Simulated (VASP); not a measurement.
Wanted: the native input for a VASP 6.6.1 run.

```
Task                   : single point
Functional             : PBEsol
Potentials or basis    : VASP PAW PBE potentials, release 64 (Rb_sv)
Cutoff                 : 520 eV
k mesh                 : 8 × 8 × 2
Occupations            : fermi-dirac, width 0.05 eV
Spin                   : no spin polarisation
Dipole correction      : no
Further INCAR settings : ALGO = Normal; EDIFF = 1e-07; NBANDS = 26
```

The structure of Rb lies in POSCAR:

```
Rb
1.0
    5.0887800000      0.0000000000      0.0000000000
   -2.5443900000      4.4070130000      0.0000000000
    0.0000000000      0.0000000000     16.8837260000
Rb
4
Direct
    0.0000000000      0.0000000000      0.0000000000
    0.3333333333      0.6666666667      0.7500000000
    0.0000000000      0.0000000000      0.5000000000
    0.6666666667      0.3333333333      0.2500000000
```

One way to write it, as run:

INCAR

```
SYSTEM = Rb
PREC     = Accurate       ! precision mode
ENCUT    = 520            ! plane-wave cutoff, eV
EDIFF    = 1E-7           ! SCF threshold, eV
ISMEAR   = -1             ! smearing method
SIGMA    = 0.05           ! smearing width, eV
LREAL    = .False.        ! projectors in reciprocal space
LASPH    = .True.         ! aspherical terms in the spheres
NELM     = 60             ! most SCF steps
ALGO     = Normal         ! electronic algorithm
ISIF     = 2              ! what is computed and relaxed
LWAVE    = .False.        ! write WAVECAR
LCHARG   = .True.         ! write CHGCAR
GGA      = PS             ! functional
LELF     = .True.         ! ELF
LVHAR    = .True.       
NBANDS   = 26             ! bands
```

KPOINTS

```
regular mesh
0
Gamma
  8 8 2
  0 0 0
```

Potentials or basis: VASP PAW PBE potentials, release 64 (Rb_sv).

The run is started by

```sh
$ cat potpaw_PBE.64/Rb_sv/POTCAR > POTCAR
$ mpirun -np 1 vasp_std > vasp.out
```

Results of the run:

* Pressure: -0.2 GPa
* Band gap on the k mesh: zero (band 18 reaches 0.45 eV, above the bottom of band 19 at -1.43 eV)

Caveat: the PAW data sets were made with another functional, which shifts forces and pressure a little.

It took 4.4 min on 1 thread of AMD EPYC 7R43 64-Core Processor (Zen 3), with other jobs on the host, peak memory 0.48 GiB.
